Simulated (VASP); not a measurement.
Here is a VASP 6.6.1 calculation.

The input INCAR:

```
  PREC = Accurate
  ENCUT = 520
  EDIFF = 1E-7
  ISMEAR = -1
  SIGMA = 0.05
  LREAL = False
  LASPH = True
  NELM = 150
  ALGO = Fast
  ISIF = 2
  LWAVE = False
  LCHARG = False
  ISPIN = 2
  MAGMOM = 1 1 1 0
  LORBIT = 11
  LMAXMIX = 4
  GGA = PE
  NBANDS = 29
```

File KPOINTS:

```
Automatic mesh
0
Gamma
  8 8 8
```

File POSCAR:

```
SiNi3
1.0
    3.5886106083      0.0000000000      0.0000000000
    0.0000000000      3.5886106083      0.0000000000
    0.0000000000      0.0000000000      3.5886106083
Ni Si
3 1
Direct
    0.5000000000      0.5000000000      0.0000000000
    0.5000000000      0.0000000000      0.5000000000
    0.0000000000      0.5000000000      0.5000000000
    0.0000000000      0.0000000000      0.0000000000
```

Potentials or basis: VASP PAW PBE potentials, release 64 (Ni, Si).

Run with:

```console
$ cat potpaw_PBE.64/Ni/POTCAR potpaw_PBE.64/Si/POTCAR > POTCAR
$ mpirun -np 1 vasp_std > vasp.out
```

(1) Estimate the net moment.

(2) What does it give for the band gap on the k mesh?

(3) What does it give for the pressure?

## Answers

(1) 0.00 μB per cell.

(2) zero (filled and empty bands overlap).

(3) -12.5 GPa.
